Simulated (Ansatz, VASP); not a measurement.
## BiB: VASP beside Ansatz

Contents of INCAR:

```
PREC     = Accurate       # precision mode
ENCUT    = 520            # plane-wave cutoff, eV
EDIFF    = 1E-8           # SCF threshold, eV
ISMEAR   = -1             # smearing method
SIGMA    = 0.05           # smearing width, eV
LREAL    = False          # projectors in reciprocal space
LASPH    = True           # aspherical terms in the spheres
NELM     = 80             # most SCF steps
ALGO     = Normal         # electronic algorithm
ISIF     = 2              # what is computed and relaxed
LWAVE    = False          # write WAVECAR
LCHARG   = False          # write CHGCAR
GGA      = PE             # functional
LEFG     = True         
NBANDS   = 16             # bands
```

Contents of KPOINTS:

```
Automatic mesh
0
Gamma
  11 11 11
```

POSCAR

```
BiB
1.0
    0.0000000000      2.7619878051      2.7619878051
    2.7619878051      0.0000000000      2.7619878051
    2.7619878051      2.7619878051      0.0000000000
B Bi
1 1
Direct
    0.0000000000      0.0000000000      0.0000000000
    0.2500000000      0.2500000000      0.2500000000
```

Input for Ansatz:

```yaml
crystal:
  lattice:
    - [0.0, 2.7619878051, 2.7619878051]
    - [2.7619878051, 0.0, 2.7619878051]
    - [2.7619878051, 2.7619878051, 0.0]
  atoms:
    - { symbol: B, position: [0.0, 0.0, 0.0] }
    - { symbol: Bi, position: [0.25, 0.25, 0.25] }
kpoints:
  mp_grid: { grid: [11, 11, 11] }
  band_path:
    path:
      - [0.0, 0.0, 0.0]
      - [-0.5, -0.5, 0.0]
      - [-0.375, -0.375, 0.25]
      - [-0.375, 0.0, 0.375]
      - [0.0, 0.0, 0.0]
      - [0.0, 0.0, 0.5]
      - [-0.5, -0.25, 0.25]
      - [-0.5, -0.5, 0.0]
    npoints: 8
scf:
  occupations: { method: fermi_dirac, width: 0.05 }
hamiltonian:
  xc: pbe
  pseudopotentials: { kind: paw }
output:
  forces: true
  stress: true
  eigenvalues: true
  efg: { contact_densities: true }
  populations: true
  bader: true
  dos: { projected: true, de: 0.2, e_range: [-14, 8] }
```

Alike in both runs: task electric field gradients; functional PBE; k mesh 11 × 11 × 11; occupations fermi-dirac, width 0.05 eV; no spin polarisation.

|  | VASP | Ansatz |
| --- | --- | --- |
| version | VASP 6.6.1 | Ansatz 0.2.0 |
| potentials or method | VASP PAW PBE potentials, release 64 (B, Bi_d) | PAW with Ansatz's default frozen-core files, scalar-relativistic |
| plane-wave cutoff (eV) | 520 | 420 |
| valence electrons in the cell | 18 | 18 |

|  | VASP | Ansatz | Ansatz less VASP |
| --- | --- | --- | --- |
| pressure (GPa) | -0.1 | 0.0 | +0.05 |

Spin-orbit coupling is off throughout.
